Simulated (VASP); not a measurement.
# Ni (P6_3/mmc) in VASP: notebook, part 3 of 3

VASP 6.6.1. Earlier steps stand in the parts before.

## Step 6: Single point, BLYP, collinear spin, ferromagnetic start

This run uses another cell than the first one, of 11.49 Å³/atom.

INCAR reads:

```
SYSTEM = Ni
PREC = Accurate
ENCUT = 520
EDIFF = 1E-6
ISMEAR = -1
SIGMA = 0.05
LREAL = .False.
LASPH = .True.
NELM = 150
ALGO = Fast
ISIF = 2
LWAVE = .False.
LCHARG = .False.
ISPIN = 2
MAGMOM = 1 1
LORBIT = 11
LMAXMIX = 4
GGA = B5
ALDAX = 1.0
AGGAX = 1.0
AGGAC = 1.0
ALDAC = 0.0
NBANDS = 21
```

KPOINTS reads:

```
Automatic mesh
0
Gamma
  12 12 7
  0 0 0
```

POSCAR reads:

```
Ni
1.0
    2.5285451517      0.0000000000      0.0000000000
   -1.2642725758      2.1897843360      0.0000000000
    0.0000000000      0.0000000000      4.1502339904
Ni
2
Direct
    0.6666666667      0.3333333333      0.7500000000
    0.3333333333      0.6666666667      0.2500000000
```

Potentials or basis: VASP PAW PBE potentials, release 64 (Ni).

The run is started by

```console
$ cat potpaw_PBE.64/Ni/POTCAR > POTCAR
$ mpirun -np 1 vasp_std > vasp.out
```

OUTCAR:

```text
SYSTEM = Ni
   PREC = Accurate
   ENCUT = 520
   EDIFF = 1E-6
   ISMEAR = -1
   LREAL = .False.
   LASPH = .True.
   NELM = 150
   ISIF = 2
   ISPIN = 2
   LORBIT = 11
   GGA = B5

 ion  position               nearest neighbor table
   1  0.667  0.333  0.750-   2 2.54   2 2.54   2 2.54   2 2.54   2 2.54   2 2.54
   2  0.333  0.667  0.250-   1 2.54   1 2.54   1 2.54   1 2.54   1 2.54   1 2.54

  LATTYP: Found a hexagonal cell.
 ALAT       =     2.5285451517
 C/A-ratio  =     1.6413525333

  Lattice vectors:

 A1 = (   2.5285451517,   0.0000000000,   0.0000000000)
 A2 = (  -1.2642725758,   2.1897843360,   0.0000000000)
 A3 = (   0.0000000000,   0.0000000000,   4.1502339904)

Analysis of symmetry for initial positions (statically):
=====================================================================
 Subroutine PRICEL returns:
 Original cell was already a primitive cell.

 Routine SETGRP: Setting up the symmetry group for a
 hexagonal supercell.

 Subroutine GETGRP returns: Found 24 space group operations
 (whereof 12 operations were pure point group operations)
 out of a pool of 24 trial point group operations.

The static configuration has the point symmetry D_3d.
 The point group associated with its full space group is D_6h.

Analysis of symmetry for dynamics (positions and initial velocities):
=====================================================================
 Subroutine PRICEL returns:
 Original cell was already a primitive cell.

 Routine SETGRP: Setting up the symmetry group for a
 hexagonal supercell.

 Subroutine GETGRP returns: Found 24 space group operations
 (whereof 12 operations were pure point group operations)
 out of a pool of 24 trial point group operations.

The dynamic configuration has the point symmetry D_3d.
 The point group associated with its full space group is D_6h.

Analysis of structural, dynamic, and magnetic symmetry:
=====================================================================
 Subroutine PRICEL returns:
 Original cell was already a primitive cell.

 Routine SETGRP: Setting up the symmetry group for a
 hexagonal supercell.

 Subroutine GETGRP returns: Found 24 space group operations
 (whereof 12 operations were pure point group operations)
 out of a pool of 24 trial point group operations.

The overall configuration has the point symmetry D_3d.
 The point group associated with its full space group is D_6h.

 Subroutine INISYM returns: Found 24 space group operations
 (whereof 12 operations are pure point group operations),
 and found     1 'primitive' translations

----------------------------------------------------------------------------------------

                                     Primitive cell

  volume of cell :      22.9797

  direct lattice vectors                    reciprocal lattice vectors
     2.528545152  0.000000000  0.000000000     0.395484336  0.228332988  0.000000000
    -1.264272576  2.189784336  0.000000000     0.000000000  0.456665976  0.000000000
     0.000000000  0.000000000  4.150233990     0.000000000  0.000000000  0.240950270
[... 67 lines left out ...]
   number of dos      NEDOS =    301   number of ions     NIONS =      2
   total plane-waves  NPLWV =  12800
   dimension x,y,z NGX =    20 NGY =   20 NGZ =   32
   dimension x,y,z NGXF=    40 NGYF=   40 NGZF=   64
   ions per type =               2
   NGX,Y,Z   is equivalent  to a cutoff of  13.15, 13.15, 12.82 a.u.
   NGXF,Y,Z  is equivalent  to a cutoff of  26.30, 26.30, 25.64 a.u.
 SYSTEM =  Ni
   PREC   = accura    normal or accurate (medium, high low for compatibility)
   ISTART =      0    job   : 0-new  1-cont  2-samecut
   ICHARG =      2    charge: 1-file 2-atom 10-const
   ISPIN  =      2    spin polarized calculation?
   LNONCOLLINEAR =      F non collinear calculations
   LSORBIT =      F    spin-orbit coupling
   LASPH  =      T    aspherical Exc in radial PAW
   ENCUT  =  520.0 eV  38.22 Ry    6.18 a.u.   4.70  4.70  7.72*2*pi/ulx,y,z
   NELM   =    150;   NELMIN=  2; NELMDL= -5     # of ELM steps
   EDIFF  = 0.1E-05   stopping-criterion for ELM
   LREAL  =      F    real-space projection
[... 7 lines left out ...]
   TEBEG  =    0.0;   TEEND  =   0.0 temperature during run
   PSTRESS=    0.0 pullay stress
   NELECT =      20.0000    total number of electrons
   NUPDOWN=      -1.0000    fix difference up-down
   EMIN   =  10.00;   EMAX   =-10.00  energy-range for DOS
   EFERMI =   0.00;   METHOD = LEGACY
   ISMEAR =    -1;   SIGMA  =   0.05  broadening in eV -4-tet -1-fermi 0-gaus
   EFERMI_NEDOS =   21; number of points for ismear=-14 and -15
   IALGO  =     68    algorithm
   IMIX   =      4    mixing-type and parameters
     AMIX     =   0.40;   BMIX     =  1.00
     AMIX_MAG =   1.60;   BMIX_MAG =  1.00
  volume/ion in A,a.u.               =      11.49        77.54
  Fermi-wavevector in a.u.,A,eV,Ry     =   1.563039  2.953716 33.240291  2.443092
  Thomas-Fermi vector in A             =   2.665869
   LORBIT       =     11    0 simple, 1 ext, 2 COOP (PROOUT), +10 PAW based schemes
   GGA     = B5    functional components
   LHFCALC =     F    Hartree Fock is set to
   AEXX    =    0.0000 exact exchange contribution
   IVDW    =     0    specifies the selected vdW correction
   LEPSILON=     F    determine dielectric tensor
   LRPA    =     F    only Hartree local field effects (RPA)
 spin polarized calculation
 RMM-DIIS sequential band-by-band and
  energy-cutoff  :      520.00
  volume of cell :       22.98
 maximum number of plane-waves:       640
 NGX is ok and might be reduce to    20
   NGX =  9   NGY =  9   NGZ = 15

 number of electron      20.0000011 magnetization       1.2814941

 Free energy of the ion-electron system (eV)
  ---------------------------------------------------
  ext. energy  EPLUGINS =         0.00000000
  ---------------------------------------------------
  free energy    TOTEN  =        -9.17865117 eV

  energy without entropy =       -9.14034215  energy(sigma->0) =       -9.15949666

 E-fermi :   9.0884     XC(G=0): -12.3493

 val. band max:        9.0863386736   @ k =   0.3333   0.0833   0.4286
 cond. band min:       9.0902217059   @ k =   0.3333   0.3333   0.2857
 fundamental gap:      0.0038830323
 Fermi energy:         9.0884132959

 spin component 1

 k-point     1 :       0.0000    0.0000    0.0000
  band No.  band energies     occupation
      1       0.5805      1.00000
      2       4.5684      1.00000
      3       6.7799      1.00000
      4       6.8759      1.00000
      5       6.8759      1.00000
      6       7.1158      1.00000
[... 565 lines left out ...]
     20      32.6624      0.00000
     21      36.2394      0.00000

 [... further k-points ...]

 spin component 2

 k-point     1 :       0.0000    0.0000    0.0000
  band No.  band energies     occupation
      1       0.5766      1.00000
      2       4.9867      1.00000
      3       7.4889      1.00000
      4       7.5503      1.00000
      5       7.5503      1.00000
      6       7.8074      1.00000
[... 565 lines left out ...]
     20      32.7746      0.00000
     21      36.3139      0.00000

 [... further k-points ...]

------------------------ aborting loop because EDIFF is reached ----------------------------------------

  FORCE on cell =-STRESS in cart. coord.  units (eV):
  Direction    XX          YY          ZZ          XY          YZ          ZX
  --------------------------------------------------------------------------------------
  -------------------------------------------------------------------------------------
  Total        0.0331439      0.0331439      0.0251264      0.0000000      0.0000000      0.0000000
  in kB        2.3108407      2.3108407      1.7518485      0.0000000      0.0000000      0.0000000
  external PRESSURE =       2.1245100 kB  Pullay stress =       0.0000000 kB

 VOLUME and BASIS-vectors are now :
 -----------------------------------------------------------------------------
  energy-cutoff  :      520.00
  volume of cell :       22.98
      direct lattice vectors                 reciprocal lattice vectors
     2.528545152  0.000000000  0.000000000     0.395484336  0.228332988  0.000000000
    -1.264272576  2.189784336  0.000000000     0.000000000  0.456665976  0.000000000
     0.000000000  0.000000000  4.150233990     0.000000000  0.000000000  0.240950270

 POSITION                                       TOTAL-FORCE (eV/Angst)
 -----------------------------------------------------------------------------------
      1.26427      0.72993      3.11268         0.000000     -0.000000      0.000000
     -0.00000      1.45986      1.03756        -0.000000      0.000000      0.000000
 -----------------------------------------------------------------------------------
    total drift:                               -0.000000      0.000000     -0.000000

  FREE ENERGIE OF THE ION-ELECTRON SYSTEM (eV)
  ---------------------------------------------------
  free  energy   TOTEN  =        -9.1786511668 eV

  energy  without entropy=       -9.1403421520  energy(sigma->0) =       -9.15949666

 total charge

# of ion       s       p       d       tot
------------------------------------------
    1        0.478   0.438   8.348   9.265
    2        0.478   0.438   8.348   9.265
--------------------------------------------------
tot          0.957   0.876  16.697  18.530

 magnetization (x)

# of ion       s       p       d       tot
------------------------------------------
    1       -0.004  -0.021   0.678   0.653
    2       -0.004  -0.021   0.678   0.653
--------------------------------------------------
tot         -0.009  -0.042   1.356   1.305
```

It took 62 s on 1 thread of AMD EPYC 7R43 (Zen 3), shared host; peak memory 0.14 GiB.

Results:

```
Free energy                                           : -9.1787 eV
Pressure                                              : 0.2 GPa
Net moment                                            : 1.28 μB per cell
Site moments                                          : Ni +0.65 μB
Valence electrons inside the program's atomic spheres : Ni 9.27
```

Levels at points of the mesh, in eV from the Fermi level:
Spin up:
```
           k point  band 8  band 9  band 10  band 11  band 12  band 13  band 14  band 15
(0.00, 0.00, 0.00)   -1.58   -1.58    -0.71    -0.71    -0.03     5.24    22.58    23.48
(0.50, 0.00, 0.00)   -0.62   -0.55    -0.51     1.20     2.91     9.09     9.45    12.26
```
Spin down:
```tsv
k point	band 6	band 7	band 8	band 9	band 10	band 11	band 12	band 13	band 14	band 15
(0.00, 0.00, 0.00)	-1.28	-1.28	-0.93	-0.93	-0.05	-0.02	-0.02	5.65	22.49	23.59
(0.50, 0.00, 0.00)	-1.59	-1.25	0.14	0.15	0.26	1.65	3.30	9.22	9.58	12.44
```

Caveat: the PAW data sets were made with another functional, which shifts forces and pressure a little.

## Step 7: Summary

| task | level | cell | k mesh | cutoff (eV) | smearing | grid for exact exchange (PRECFOCK) | share of exact exchange | screening parameter | gap on the mesh (eV) | pressure (GPa) | moment (μB) |
| --- | --- | --- | --- | --- | --- | --- | --- | --- | --- | --- | --- |
| relaxation of cell and atoms | PBE | relaxed from a = 2.448, b = 2.448, c = 4.073 Å, angles 90.0, 90.0, 120.0°, 2 atoms | 12 × 12 × 7 | 600 | fermi-dirac 0.05 eV | - | - | - | none | 0.1 | 1.30 |
| single point | PBE0 | a = 2.432, b = 2.432, c = 4.045 Å, angles 90.0, 90.0, 120.0°, 2 atoms | 6 × 6 × 4 | 520 | fermi-dirac 0.05 eV | Normal | 0.25 | - | none | 4.2 | 1.40 |
| single point | PBE-based screened hybrid with 25 % exact exchange | a = 2.490, b = 2.490, c = 4.062 Å, angles 90.0, 90.0, 120.0°, 2 atoms | 6 × 6 × 4 | 520 | fermi-dirac 0.05 eV | Normal | 0.25 | 0.3 1/Å | none | 0.6 | 1.53 |
| single point | PBE | a = 2.448, b = 2.448, c = 4.073 Å, angles 90.0, 90.0, 120.0°, 2 atoms | 12 × 12 × 7 | 520 | gaussian 0.012 eV | - | - | - | none | 6.9 | 1.27 |
| single point | BLYP | a = 2.529, b = 2.529, c = 4.150 Å, angles 90.0, 90.0, 120.0°, 2 atoms | 12 × 12 × 7 | 520 | fermi-dirac 0.05 eV | - | - | - | none | 0.2 | 1.28 |

Alike in all rows: potentials or basis VASP PAW PBE potentials, release 64 (Ni); spin collinear, ferromagnetic start.

Caveats: some runs use coarse meshes; the PAW data sets were made with another functional, which shifts forces and pressure a little (at least some runs); the cell stands under pressure (at least some runs).

Total energies depend on the potentials used, so only differences within one code and one set of settings carry meaning.

The gap in the log of VASP goes by the Fermi energy; the results here count the filled bands.